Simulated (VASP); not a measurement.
Runs of VASP 6.6.1 on Ag. The structure is that of space group Im-3m (No. 229), or close to it. The cells are those of the table. 

```tsv
cell	gap on the mesh (eV)	pressure (GPa)
a = 2.796 Å, angles 109.5°, 1 atom	none	-0.6
a = 2.892 Å, angles 110.1, 110.1, 108.1°, 1 atom	none	(b)
a = 2.963 Å, angles 110.1, 110.1, 108.2°, 1 atom	none	-12.3
a = 2.916 Å, angles 110.8, 110.8, 106.8°, 1 atom	none	-10.3
a = 3.011 Å, angles 109.5°, 1 atom	none	(a)
```

Alike in all rows: task single point; level PBEsol; potentials or basis VASP PAW PBE potentials, release 64 (Ag); no spin polarisation; k mesh 20 × 20 × 20; cutoff (eV) 520; smearing gaussian 0.15 eV.

Estimate the missing entries.

(a) -13.6; (b) -8.9.

Caveats: the PAW data sets were made with another functional, which shifts forces and pressure a little.

A k mesh can miss the band edges, and the runs leave out spin-orbit coupling on Ag.

A gap of «none» marks levels without a gap at the run's occupations.
